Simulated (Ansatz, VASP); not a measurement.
**Two plane-wave programs on InP2**

```xyz
3
Lattice="3.9743 0.0000 0.0000 -1.9872 3.4419 0.0000 0.0000 0.0000 5.1026" Properties=species:S:1:pos:R:3 pbc="T T T"
In    0.0000    0.0000    0.0000
P     1.9872    1.1473    3.5913
P     1.9872    1.1473    1.5112
```

Alike in both runs: functional PBE; k mesh 6 × 6 × 4; occupations gaussian, width 0.1 eV; no spin polarisation.

Ansatz relaxed the structure, and its values are those at the end. VASP's run is a single point on that final structure, the one shown.

|  | VASP | Ansatz |
| --- | --- | --- |
| version | VASP 6.6.1 | Ansatz 0.2.0 |
| potentials or method | VASP PAW PBE potentials, release 64 (In_d, P), cutoff 520 eV | scalar-relativistic, plane waves, PAW |
| valence electrons in the cell | 23 | 23 |

Ansatz gave:

* gap on the k mesh at the Fermi level (eV): none
* pressure (GPa): 0.1
* rms of the force components (eV/Å): 0.000

What did VASP give for the same quantities?

gap on the k mesh at the Fermi level (eV): none; pressure (GPa): 0.0; rms of the force components (eV/Å): 0.027.

A gap of «none» marks a metal or a gap that the smearing closes. The functional is the same, so the differences come from potentials, cutoffs and numerics.
